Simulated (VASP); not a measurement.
Runs of VASP 6.6.1 on ZrO2. The structure is that of space group Fm-3m (No. 225), or close to it. The cells are those of the table. 

| cell | gap on the mesh (eV) | pressure (GPa) |
| --- | --- | --- |
| a = 3.653 Å, angles 60.0°, 3 atoms | 3.23 | -6.5 |
| a = 3.617 Å, angles 60.0°, 3 atoms | 3.31 | 0.1 |
| a = 3.505 Å, angles 60.0°, 3 atoms | 3.57 | 27.4 |
| a = 3.544 Å, angles 60.0°, 3 atoms | 3.48 | 16.8 |
| a = 3.734 Å, angles 60.0°, 3 atoms | 3.04 | -18.4 |
| a = 3.688 Å, angles 60.0°, 3 atoms | 3.15 | -12.1 |
| a = 3.581 Å, angles 60.0°, 3 atoms | (b) | (a) |

Alike in all rows: task single point; level PBE; potentials or basis VASP PAW PBE potentials, release 64 (Zr_sv, O); no spin polarisation; k mesh 8 × 8 × 8; smearing gaussian 0.02 eV.

Question: Fill in the values left out.

Answer: (a) 7.8; (b) 3.40.

Caveats: the cell stands under tension (at least some runs); the cell stands under pressure (at least some runs).

A k mesh can miss the band edges, and the runs leave out spin-orbit coupling on Zr.
